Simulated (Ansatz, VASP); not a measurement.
Ag in VASP and in Ansatz

Contents of INCAR:

```
SYSTEM = Ag
ALGO = Normal
EDIFF = 1E-8
ENCUT = 520
GGA = PE
ISIF = 2
ISMEAR = -1
LASPH = .True.
LCHARG = .False.
LEFG = .True.
LREAL = .False.
LWAVE = .False.
NBANDS = 30
NELM = 60
PREC = Accurate
SIGMA = 0.08
```

Contents of KPOINTS:

```
k-points
0
Gamma
  14 14 4
  0 0 0
```

POSCAR

```
Ag
1.0
    2.8668278625      0.0000000000      0.0000000000
   -1.4334139312      2.4827457572      0.0000000000
    0.0000000000      0.0000000000      9.9328838838
Ag
4
Direct
    0.3333333333      0.6666666667      0.2500000000
    0.6666666667      0.3333333333      0.7500000000
    0.0000000000      0.0000000000      0.0000000000
    0.0000000000      0.0000000000      0.5000000000
```

Input for Ansatz:

```yaml
crystal:
  lattice:
    - [2.8668278625, 0.0, 0.0]
    - [-1.4334139312, 2.4827457572, 0.0]
    - [0.0, 0.0, 9.9328838838]
  atoms:
    - { symbol: Ag, position: [0.3333333333, 0.6666666667, 0.25] }
    - { symbol: Ag, position: [0.6666666667, 0.3333333333, 0.75] }
    - { symbol: Ag, position: [0.0, 0.0, 0.0] }
    - { symbol: Ag, position: [0.0, 0.0, 0.5] }
kpoints:
  mp_grid: { grid: [14, 14, 4] }
scf:
  occupations: { method: fermi_dirac, width: 0.08 }
hamiltonian:
  xc: pbe
  pseudopotentials: { kind: all_electron, datasets: crystal }
output:
  forces: true
  stress: true
  eigenvalues: true
  efg: { contact_densities: true }
```

Change from the starting cell: volume scaled by 0.98, crystal datasets.

Alike in both runs: task electric field gradients; functional PBE; k mesh 14 × 14 × 4; occupations fermi-dirac, width 0.08 eV; no spin polarisation.

```csv
,VASP,Ansatz
version,VASP 6.6.1,Ansatz 0.2.0
potentials or method,"VASP PAW PBE potentials, release 64 (Ag), cutoff 520 eV","all-electron PAW with datasets made for the crystal, scalar-relativistic"
```

|  | VASP | Ansatz | Ansatz less VASP |
| --- | --- | --- | --- |
| pressure (GPa) | 1.4 | 1.5 | +0.11 |
| traceless stress, the component that is largest in VASP (GPa) | -3.64 | -3.66 | -0.020 |
| size of Vzz on the site where it differs most (V/Å²) | 10.0 | 4.5 | -5.55 |

Ansatz ran all-electron here, and VASP with PAW potentials.
